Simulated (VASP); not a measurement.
# In (P6_3/mmc) in VASP: further runs

In is run at these levels: PBEsol; tasks: single point, relaxation of shape and atoms at fixed volume.

All numbers are computed with VASP 6.6.1; they aren't measurements. Logs are shortened: lines on timing, memory, paths and dates and some standing lists are left out, and cuts for length are marked.

## Step 1: The cell of the first run

Symmetry: P6_3/mmc, No. 194, hexagonal system. The conventional cell has a = 2.632 Å, b = 2.632 Å, c = 4.296 Å, α = 90.00°, β = 90.00°, γ = 120.00°. In (site symmetry -6m2) has 12 In at 2.63 Å within 3.5 Å.

This isn't the form of In at room conditions, which is tetragonal.

## Step 2: Single point, PBEsol

File INCAR:

```
SYSTEM = In
PREC     = Accurate       ! precision mode
ENCUT    = 520            ! plane-wave cutoff, eV
EDIFF    = 1E-6           ! SCF threshold, eV
ISMEAR   = -1             ! smearing method
SIGMA    = 0.1            ! smearing width, eV
LREAL    = .False.        ! projectors in reciprocal space
LASPH    = .True.         ! aspherical terms in the spheres
NELM     = 60             ! most SCF steps
ALGO     = Normal         ! electronic algorithm
ISIF     = 2              ! what is computed and relaxed
LWAVE    = .False.        ! write WAVECAR
LCHARG   = .True.         ! write CHGCAR
GGA      = PS             ! functional
LELF     = .True.         ! ELF
LVHAR    = .True.       
NBANDS   = 20             ! bands
```

File KPOINTS:

```
regular mesh
0
Gamma
  13 13 7
  0 0 0
```

File POSCAR:

```
In
1.0
    2.6323044608      0.0000000000      0.0000000000
   -1.3161522304      2.2796425336      0.0000000000
    0.0000000000      0.0000000000      4.2955372156
In
2
Direct
    0.3333333333      0.6666666667      0.2500000000
    0.6666666667      0.3333333333      0.7500000000
```

Potentials or basis: VASP PAW PBE potentials, release 64 (In_d).

The run is started by

```
cat potpaw_PBE.64/In_d/POTCAR > POTCAR
mpirun -np 1 vasp_std > vasp.out
```

OUTCAR:

```text
SYSTEM = In
   PREC = Accurate
   ENCUT = 520
   EDIFF = 1E-6
   ISMEAR = -1
   LREAL = .False.
   LASPH = .True.
   NELM = 60
   ISIF = 2
   GGA = PS

 ion  position               nearest neighbor table
   1  0.333  0.667  0.250-   2 2.63   2 2.63   2 2.63   2 2.63   2 2.63   2 2.63   2 3.72   2 3.72
                             2 3.72   2 3.72   2 3.72   2 3.72
   2  0.667  0.333  0.750-   1 2.63   1 2.63   1 2.63   1 2.63   1 2.63   1 2.63   1 3.72   1 3.72
                             1 3.72   1 3.72   1 3.72   1 3.72

  LATTYP: Found a hexagonal cell.
 ALAT       =     2.6323044608
 C/A-ratio  =     1.6318542477

  Lattice vectors:

 A1 = (   2.6323044608,   0.0000000000,   0.0000000000)
 A2 = (  -1.3161522304,   2.2796425336,   0.0000000000)
 A3 = (   0.0000000000,   0.0000000000,   4.2955372156)

Analysis of symmetry for initial positions (statically):
=====================================================================
 Subroutine PRICEL returns:
 Original cell was already a primitive cell.

 Routine SETGRP: Setting up the symmetry group for a
 hexagonal supercell.

 Subroutine GETGRP returns: Found 24 space group operations
 (whereof 12 operations were pure point group operations)
 out of a pool of 24 trial point group operations.

The static configuration has the point symmetry D_3d.
 The point group associated with its full space group is D_6h.

Analysis of symmetry for dynamics (positions and initial velocities):
=====================================================================
 Subroutine PRICEL returns:
 Original cell was already a primitive cell.

 Routine SETGRP: Setting up the symmetry group for a
 hexagonal supercell.

 Subroutine GETGRP returns: Found 24 space group operations
 (whereof 12 operations were pure point group operations)
 out of a pool of 24 trial point group operations.

The dynamic configuration has the point symmetry D_3d.
 The point group associated with its full space group is D_6h.

 Subroutine INISYM returns: Found 24 space group operations
 (whereof 12 operations are pure point group operations),
 and found     1 'primitive' translations

----------------------------------------------------------------------------------------

                                     Primitive cell

  volume of cell :      25.7763

  direct lattice vectors                    reciprocal lattice vectors
     2.632304461  0.000000000  0.000000000     0.379895265  0.219332633  0.000000000
    -1.316152230  2.279642534  0.000000000     0.000000000  0.438665267  0.000000000
     0.000000000  0.000000000  4.295537216     0.000000000  0.000000000  0.232799752

  length of vectors
     2.632304461  2.632304461  4.295537216     0.438665267  0.438665267  0.232799752

  position of ions in fractional coordinates (direct lattice)
     0.333333333  0.666666667  0.250000000
     0.666666667  0.333333333  0.750000000

  ion indices of the primitive-cell ions
   primitive index   ion index
                 1           1
                 2           2

----------------------------------------------------------------------------------------

 KPOINTS: regular mesh

Automatic generation of k-mesh.
 Grid dimensions read from file:
 generate k-points for:   13   13    7

 Generating k-lattice:

  Cartesian coordinates                     Fractional coordinates (reciprocal lattice)
     0.029222713  0.016871741  0.000000000     0.076923077 -0.000000000  0.000000000
     0.000000000  0.033743482  0.000000000     0.000000000  0.076923077  0.000000000
     0.000000000  0.000000000  0.033257107     0.000000000  0.000000000  0.142857143

  Length of vectors
     0.033743482  0.033743482  0.033257107

  Shift w.r.t. Gamma in fractional coordinates (k-lattice)
     0.000000000  0.000000000  0.000000000

 Subroutine IBZKPT returns following result:
 ===========================================

 Found     84 irreducible k-points:

 Following reciprocal coordinates:
            Coordinates               Weight
  0.000000  0.000000  0.000000      1.000000
  0.076923  0.000000  0.000000      6.000000
  0.153846  0.000000  0.000000      6.000000
  0.230769  0.000000  0.000000      6.000000
  0.307692  0.000000  0.000000      6.000000
  0.384615  0.000000  0.000000      6.000000
[... 16 lines left out ...]
  0.076923  0.000000  0.142857     12.000000
  0.153846  0.000000  0.142857     12.000000
 [... further k-points ...]
   k-points           NKPTS =     84   k-points in BZ     NKDIM =     84   number of bands    NBANDS=     20
   number of dos      NEDOS =    301   number of ions     NIONS =      2
   total plane-waves  NPLWV =  12800
   dimension x,y,z NGX =    20 NGY =   20 NGZ =   32
   dimension x,y,z NGXF=    40 NGYF=   40 NGZF=   64
   ions per type =               2
   NGX,Y,Z   is equivalent  to a cutoff of  12.63, 12.63, 12.38 a.u.
   NGXF,Y,Z  is equivalent  to a cutoff of  25.26, 25.26, 24.77 a.u.
 SYSTEM =  In
   PREC   = accura    normal or accurate (medium, high low for compatibility)
   ISTART =      0    job   : 0-new  1-cont  2-samecut
   ICHARG =      2    charge: 1-file 2-atom 10-const
   ISPIN  =      1    spin polarized calculation?
   LNONCOLLINEAR =      F non collinear calculations
   LSORBIT =      F    spin-orbit coupling
   LASPH  =      T    aspherical Exc in radial PAW
   ENCUT  =  520.0 eV  38.22 Ry    6.18 a.u.   4.89  4.89  7.99*2*pi/ulx,y,z
   NELM   =     60;   NELMIN=  2; NELMDL= -5     # of ELM steps
   EDIFF  = 0.1E-05   stopping-criterion for ELM
   LREAL  =      F    real-space projection
   EDIFFG = 0.1E-04   stopping-criterion for IOM
   NSW    =      0    number of steps for IOM
   IBRION =     -1    ionic relax: 0-MD 1-quasi-New 2-CG
   NFREE  =      0    steps in history (QN), initial steepest desc. (CG)
   ISIF   =      2    stress and relaxation
   ISYM   =      2    0-nonsym 1-usesym 2-fastsym
   POTIM  = 0.5000    time-step for ionic-motion
   TEBEG  =    0.0;   TEEND  =   0.0 temperature during run
   PSTRESS=    0.0 pullay stress
   NELECT =      26.0000    total number of electrons
   NUPDOWN=      -1.0000    fix difference up-down
   EMIN   =  10.00;   EMAX   =-10.00  energy-range for DOS
   EFERMI =   0.00;   METHOD = LEGACY
   ISMEAR =    -1;   SIGMA  =   0.10  broadening in eV -4-tet -1-fermi 0-gaus
   EFERMI_NEDOS =   21; number of points for ismear=-14 and -15
   IALGO  =     38    algorithm
   IMIX   =      4    mixing-type and parameters
     AMIX     =   0.40;   BMIX     =  1.00
     AMIX_MAG =   1.60;   BMIX_MAG =  1.00
  volume/ion in A,a.u.               =      12.89        86.97
  Fermi-wavevector in a.u.,A,eV,Ry     =   1.641821  3.102592 36.675544  2.695576
  Thomas-Fermi vector in A             =   2.732227
   LORBIT       =      0    0 simple, 1 ext, 2 COOP (PROOUT), +10 PAW based schemes
   GGA     = PS    functional components
   LHFCALC =     F    Hartree Fock is set to
   AEXX    =    0.0000 exact exchange contribution
   IVDW    =     0    specifies the selected vdW correction
   LEPSILON=     F    determine dielectric tensor
   LRPA    =     F    only Hartree local field effects (RPA)
 non-spin polarized calculation
  energy-cutoff  :      520.00
  volume of cell :       25.78
 maximum number of plane-waves:       712
 NGX is ok and might be reduce to    20
   NGX =  9   NGY =  9   NGZ = 15

 number of electron      26.0000010 magnetization

 Free energy of the ion-electron system (eV)
  ---------------------------------------------------
  ext. energy  EPLUGINS =         0.00000000
  ---------------------------------------------------
  free energy    TOTEN  =         1.16149920 eV

  energy without entropy =        1.18068039  energy(sigma->0) =        1.17108979

 E-fermi :  19.7842     XC(G=0): -14.2813

 val. band max:       19.7740023973   @ k =   0.0000   0.0000   0.2857
 cond. band min:      19.8757167439   @ k =   0.3846   0.0000   0.4286
 fundamental gap:      0.1017143465
 Fermi energy:        19.7841994693

 k-point     1 :       0.0000    0.0000    0.0000
  band No.  band energies     occupation
      1       1.2749      2.00000
      2       2.3440      2.00000
      3       2.4575      2.00000
      4       2.4575      2.00000
      5       2.6379      2.00000
      6       2.6664      2.00000
[... 12 lines left out ...]
     19      36.0526      0.00000
     20      36.0526      0.00000

 k-point     2 :       0.0769    0.0000    0.0000
  band No.  band energies     occupation
      1       1.3511      2.00000
      2       2.2611      2.00000
      3       2.5390      2.00000
      4       2.5450      2.00000
      5       2.6185      2.00000
      6       2.7469      2.00000
[... 12 lines left out ...]
     19      35.8518      0.00000
     20      37.5815      0.00000

 k-point     3 :       0.1538    0.0000    0.0000
  band No.  band energies     occupation
      1       1.5006      2.00000
      2       2.1457      2.00000
      3       2.4958      2.00000
      4       2.7099      2.00000
      5       2.7111      2.00000
      6       2.7929      2.00000
[... 12 lines left out ...]
     19      34.5260      0.00000
     20      37.2373      0.00000

 k-point     4 :       0.2308    0.0000    0.0000
  band No.  band energies     occupation
      1       1.4831      2.00000
      2       2.0875      2.00000
      3       2.3480      2.00000
      4       2.4797      2.00000
      5       2.6869      2.00000
      6       2.9339      2.00000
[... 12 lines left out ...]
     19      33.1197      0.00000
     20      36.9689      0.00000

 k-point     5 :       0.3077    0.0000    0.0000
  band No.  band energies     occupation
      1       1.3003      2.00000
      2       1.9341      2.00000
      3       1.9497      2.00000
      4       2.5435      2.00000
      5       2.6873      2.00000
      6       3.0587      2.00000
[... 12 lines left out ...]
     19      31.8842      0.00000
     20      35.3926      0.00000
[... 353 lines left out ...]
      6       2.6599      2.00000
[... 12 lines left out ...]
     19      26.0172      0.00000
     20      39.6594      0.00000

 k-point    22 :       0.0000    0.0000    0.1429
  band No.  band energies     occupation
      1       1.3273      2.00000
      2       2.3068      2.00000
      3       2.4134      2.00000
      4       2.4134      2.00000
      5       2.6275      2.00000
      6       2.6275      2.00000
[... 12 lines left out ...]
     19      35.8691      0.00000
     20      35.8691      0.00000

 k-point    23 :       0.0769    0.0000    0.1429
  band No.  band energies     occupation
      1       1.4034      2.00000
      2       2.2686      2.00000
      3       2.4480      2.00000
      4       2.4907      2.00000
      5       2.5834      2.00000
      6       2.7067      2.00000
[... 12 lines left out ...]
     19      35.7693      0.00000
     20      36.6914      0.00000

 k-point    24 :       0.1538    0.0000    0.1429
  band No.  band energies     occupation
      1       1.5474      2.00000
      2       2.1819      2.00000
      3       2.4272      2.00000
      4       2.4623      2.00000
      5       2.6709      2.00000
      6       2.9263      2.00000
[... 12 lines left out ...]
     19      34.9393      0.00000
     20      36.7210      0.00000

 [... further k-points ...]

------------------------ aborting loop because EDIFF is reached ----------------------------------------

  FORCE on cell =-STRESS in cart. coord.  units (eV):
  Direction    XX          YY          ZZ          XY          YZ          ZX
  --------------------------------------------------------------------------------------
  -------------------------------------------------------------------------------------
  Total       28.5931795     28.5931795     28.5945784     -0.0000000     -0.0000000      0.0000000
  in kB     1777.2669955   1777.2669956   1777.3539477     -0.0000000     -0.0000000      0.0000000
  external PRESSURE =    1777.2959796 kB  Pullay stress =       0.0000000 kB

 VOLUME and BASIS-vectors are now :
 -----------------------------------------------------------------------------
  energy-cutoff  :      520.00
  volume of cell :       25.78
      direct lattice vectors                 reciprocal lattice vectors
     2.632304461  0.000000000  0.000000000     0.379895265  0.219332633  0.000000000
    -1.316152230  2.279642534  0.000000000     0.000000000  0.438665267  0.000000000
     0.000000000  0.000000000  4.295537216     0.000000000  0.000000000  0.232799752

 POSITION                                       TOTAL-FORCE (eV/Angst)
 -----------------------------------------------------------------------------------
     -0.00000      1.51976      1.07388        -0.000000      0.000000      0.000000
      1.31615      0.75988      3.22165         0.000000     -0.000000     -0.000000
 -----------------------------------------------------------------------------------
    total drift:                               -0.000000      0.000000     -0.000000

  FREE ENERGIE OF THE ION-ELECTRON SYSTEM (eV)
  ---------------------------------------------------
  free  energy   TOTEN  =         1.1614992034 eV

  energy  without entropy=        1.1806803853  energy(sigma->0) =        1.17108979
```

Wall time 56 s (1 thread of Intel Xeon 8259CL, shared host); peak memory 0.16 GiB.

What came out:

```
Free energy            : 1.1615 eV
Pressure               : 177.7 GPa
Band gap on the k mesh : zero (bands 13 and 14 overlap by 7.94 eV)
```

Caveat: the cell stands under pressure; the PAW data sets were made with another functional, which shifts forces and pressure a little; spin-orbit coupling is left out, which moves the levels of the heavy elements.

[end of part 1 of 2]
